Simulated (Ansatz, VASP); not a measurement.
**SiC in VASP and in Ansatz**

```xyz
4
Lattice="3.0760 0.0000 0.0000 -1.5380 2.6639 0.0000 0.0000 0.0000 5.0480" Properties=species:S:1:pos:R:3 pbc="T T T"
Si    0.0000    1.7759    0.0000
Si    1.5380    0.8880    2.5240
C     0.0000    1.7759    1.9435
C     1.5380    0.8880    4.4675
```

Alike in both runs: task relaxation of cell and atoms; functional PBEsol; k mesh 16 × 16 × 8; occupations fermi-dirac, width 0.1 eV; no spin polarisation.

|  | VASP | Ansatz |
| --- | --- | --- |
| version | VASP 6.6.1 | Ansatz 0.2.0 |
| potentials or method | VASP PAW PBE potentials, release 64 (Si, C) | PAW with Ansatz's default frozen-core files, scalar-relativistic |
| plane-wave cutoff (eV) | 600 | 420 |
| valence electrons in the cell | 16 | 16 |

|  | VASP | Ansatz | Ansatz less VASP |
| --- | --- | --- | --- |
| relaxed volume (Å³/atom) | 10.35 | 10.34 | -0.011 |
| relaxed cell length with the largest relative difference (Å) | 5.049 | 5.048 | -0.0019 |

VASP's potentials were made for PBE, not for PBEsol.
